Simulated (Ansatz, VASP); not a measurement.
# One calculation of OsSe, two programs

INCAR

```
SYSTEM = OsSe
PREC     = Accurate       ! precision mode
ENCUT    = 520            ! plane-wave cutoff, eV
EDIFF    = 1E-6           ! SCF threshold, eV
ISMEAR   = 0              ! smearing method
SIGMA    = 0.05           ! smearing width, eV
LREAL    = .FALSE.        ! projectors in reciprocal space
LASPH    = .TRUE.         ! aspherical terms in the spheres
NELM     = 150            ! most SCF steps
ALGO     = Normal         ! electronic algorithm
ISIF     = 2              ! what is computed and relaxed
LWAVE    = .FALSE.        ! write WAVECAR
LCHARG   = .TRUE.         ! write CHGCAR
ISPIN    = 2              ! spin polarisation
MAGMOM   = 0.05 0         ! initial moments
LORBIT   = 11             ! projections on sites
LMAXMIX  = 4              ! l up to which the mixer works
GGA      = PE             ! functional
LELF     = .TRUE.         ! ELF
LVHAR    = .TRUE.       
NBANDS   = 18             ! bands
```

Contents of KPOINTS:

```
Automatic mesh
0
G
  10 10 10
  0 0 0
```

Contents of POSCAR:

```
OsSe
1.0
    0.0000000000      2.7546421506      2.7546421506
    2.7546421506      0.0000000000      2.7546421506
    2.7546421506      2.7546421506      0.0000000000
Os Se
1 1
Direct
    0.0000000000      0.0000000000      0.0000000000
    0.2500000000      0.2500000000      0.2500000000
```

Input for Ansatz:

```yaml
crystal:
  lattice:
    - [0.0, 2.7546421506, 2.7546421506]
    - [2.7546421506, 0.0, 2.7546421506]
    - [2.7546421506, 2.7546421506, 0.0]
  atoms:
    - { symbol: Os, position: [0.0, 0.0, 0.0], spin: 0.05 }
    - { symbol: Se, position: [0.25, 0.25, 0.25] }
basis:
  ecutwfc: 420
  ecutrho_ratio: 4
kpoints:
  mp_grid: { grid: [10, 10, 10] }
hamiltonian:
  xc: pbe
scf:
  occupations: { method: gaussian, width: 0.05 }
output:
  forces: true
  stress: true
  eigenvalues: true
  populations: true
magnetization:
  spin_polarized: true
```

Alike in both runs: task single point; functional PBE; k mesh 10 × 10 × 10; occupations gaussian, width 0.05 eV; collinear spin.

```csv
,VASP,Ansatz
version,VASP 6.6.1,Ansatz 0.2.0
potentials or method,"VASP PAW PBE potentials, release 64 (Os, Se), cutoff 520 eV","scalar-relativistic, plane waves, PAW"
valence electrons in the cell,14,32
```

Ansatz gave:

* gap on the k mesh at the Fermi level (eV): none
* pressure (GPa): 0.1
* net moment per atom (μB): 0.00

Task: What did VASP give for the same quantities?

Result: gap on the k mesh at the Fermi level (eV): none; pressure (GPa): 0.7; net moment per atom (μB): 0.00.

A gap of «none» marks a metal or a gap that the smearing closes. VASP's potentials hold 14 valence electrons a cell and Ansatz's 32, so a difference there can come from the potentials and not from the codes. Ansatz's warnings: seeded moment not kept.

Spin-orbit coupling is off throughout.
